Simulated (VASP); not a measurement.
MgAl16N16 (a cell with a defect): relaxation of the atoms with PBE

The system is MgAl16N16 (a cell with a defect).

```xyz
33
Lattice="6.2595 0.0000 0.0000 -3.1298 5.4209 0.0000 0.0000 0.0000 10.0348" Properties=species:S:1:pos:R:3 pbc="T T T"
Al    1.5649    0.9035    2.5049
Al    0.0000    1.8070    5.0136
Al    1.5649    0.9035    7.5223
Al    0.0000    1.8070   10.0310
Al    0.0000    3.6139    2.5049
Al   -1.5649    4.5174    5.0136
Al    0.0000    3.6139    7.5223
Al   -1.5649    4.5174   10.0310
Al    4.6946    0.9035    2.5049
Al    3.1298    1.8070    5.0136
Al    4.6946    0.9035    7.5223
Al    3.1298    1.8070   10.0310
Al    3.1298    3.6139    2.5049
Al    1.5649    4.5174    5.0136
Al    3.1298    3.6139    7.5223
Al    1.5649    4.5174   10.0310
N     1.5649    0.9035    4.4192
N     0.0000    1.8070    1.9104
N     1.5649    0.9035    9.4366
N     0.0000    1.8070    6.9279
N     0.0000    3.6139    4.4192
N    -1.5649    4.5174    1.9104
N     0.0000    3.6139    9.4366
N    -1.5649    4.5174    6.9279
N     4.6946    0.9035    4.4192
N     3.1298    1.8070    1.9104
N     4.6946    0.9035    9.4366
N     3.1298    1.8070    6.9279
N     3.1298    3.6139    4.4192
N     1.5649    4.5174    1.9104
N     3.1298    3.6139    9.4366
N     1.5649    4.5174    6.9279
Mg    0.0000    0.0000    3.4620
```

```
Program                : VASP 6.6.1
Task                   : relaxation of the atoms
Functional             : PBE
Potentials or basis    : VASP PAW PBE potentials, release 64 (Al, N, Mg)
Cutoff                 : 520 eV
k mesh                 : 1 × 1 × 1, shifted
Occupations            : gaussian, width 0.01 eV
Spin                   : no spin polarisation
Dipole correction      : no
Further INCAR settings : LREAL = Auto; ALGO = Normal; EDIFF = 1e-07; IBRION = 2; EDIFFG = -0.03; NSW = 100
```

```json
{
 "Energy gained by relaxing": "119.1 meV/atom",
 "Ionic steps": "26",
 "Pressure after relaxing": "8.1 GPa",
 "Largest force after relaxing": "0.022 eV/Å",
 "Band gap on the k mesh": "1.06 eV"
}
```

Forces on the atoms (eV/Å):
```
Al   0.008  0.005  0.004
Al   0.000  0.008 -0.005
Al  -0.009 -0.005 -0.003
Al   0.000 -0.011 -0.004
Al   0.000  0.000 -0.022
Al   0.007 -0.004 -0.005
Al   0.000  0.000  0.018
Al  -0.009  0.005 -0.004
Al  -0.008  0.005  0.004
Al   0.000  0.000  0.007
Al   0.009 -0.005 -0.003
Al   0.000  0.000 -0.015
Al   0.000 -0.009  0.004
Al  -0.007 -0.004 -0.005
Al   0.000  0.010 -0.003
Al   0.009  0.005 -0.004
N    0.003  0.001  0.014
N    0.000 -0.004 -0.001
N    0.003  0.002 -0.009
N    0.000  0.009 -0.001
N    0.000  0.000 -0.005
N   -0.003  0.002 -0.001
N    0.000  0.000  0.015
N    0.007 -0.004 -0.001
N   -0.003  0.001  0.014
N    0.000  0.000  0.008
N   -0.003  0.002 -0.009
N    0.000  0.000 -0.004
N    0.000 -0.003  0.014
N    0.003  0.002 -0.001
N    0.000 -0.004 -0.009
N   -0.007 -0.004 -0.001
Mg   0.000  0.000  0.013
```

Stress tensor (GPa, compression positive):
```
 5.54  0.00  0.00
 0.00  5.54  0.00
 0.00  0.00 13.19
```

Step by step:
```tsv
step	energy change (eV)	largest force (eV/Å)	pressure (GPa)
1	0.0000	6.7773	9.06
2	0.0604	10.4804	10.29
3	-2.6812	2.7244	7.12
4	-3.2451	1.2169	6.89
5	-3.2525	1.2882	6.92
6	-3.4302	0.7425	6.80
7	-3.4333	0.8452	6.81
8	-3.5679	0.5052	6.87
9	-3.6073	0.7508	7.13
10	-3.6981	0.7569	7.39
11	-3.7142	0.8862	7.50
12	-3.7922	0.6033	7.57
13	-3.8016	0.4725	7.61
14	-3.8447	0.3421	7.61
15	-3.8482	0.4405	7.63
16	-3.8775	0.3239	7.72
17	-3.8874	0.3792	7.82
18	-3.9085	0.1978	7.91
19	-3.9098	0.2077	7.95
20	-3.9215	0.1312	8.02
21	-3.9228	0.1454	8.06
22	-3.9284	0.0846	8.09
23	-3.9284	0.0843	8.09
24	-3.9292	0.0576	8.10
25	-3.9292	0.0339	8.10
26	-3.9294	0.0220	8.09
```

Final structure:
```xyz
33
Lattice="6.2595 0.0000 0.0000 -3.1298 5.4209 0.0000 0.0000 0.0000 10.0348" Properties=species:S:1:pos:R:3 pbc="T T T"
Al    1.7039    0.9837    2.3265
Al    0.0000    1.7484    5.2085
Al    1.5446    0.8918    7.5235
Al    0.0000    1.8062   10.0334
Al    0.0000    3.6139    2.6539
Al   -1.6156    4.5467    5.2085
Al    0.0000    3.6139    7.6708
Al   -1.5656    4.5178   10.0334
Al    4.5556    0.9837    2.3265
Al    3.1298    1.8070    4.9295
Al    4.7149    0.8918    7.5235
Al    3.1298    1.8070    9.8301
Al    3.1298    3.4534    2.3265
Al    1.6156    4.5467    5.2085
Al    3.1298    3.6373    7.5235
Al    1.5656    4.5178   10.0334
N     1.6365    0.9449    4.2337
N     0.0000    1.7758    1.9227
N     1.5494    0.8945    9.4255
N     0.0000    1.8648    7.0800
N     0.0000    3.6139    4.5515
N    -1.5918    4.5330    1.9227
N     0.0000    3.6139    9.5496
N    -1.5148    4.4885    7.0800
N     4.6230    0.9449    4.2337
N     3.1298    1.8070    1.6274
N     4.7102    0.8945    9.4255
N     3.1298    1.8070    6.8835
N     3.1298    3.5312    4.2337
N     1.5918    4.5330    1.9227
N     3.1298    3.6319    9.4255
N     1.5148    4.4885    7.0800
Mg    0.0000    0.0000    3.5667
```

Levels at points of the mesh, in eV from the valence-band top:
```csv
k point,band 61,band 62,band 63,band 64,band 65,band 66,band 67,band 68,band 69,band 70
"(0.25, 0.25, 0.25)",-4.97,-4.92,-4.70,-4.60,0.00,1.06,1.22,1.46,1.63,1.68
```

Wall time 34 min on 1 thread of Oxide Virtual Turin-like Processor, with other jobs on the host, peak memory 0.45 GiB.

Caveat: the k points lie up to 1.16 Å⁻¹ apart, too coarse for converged energies, forces and pressures.
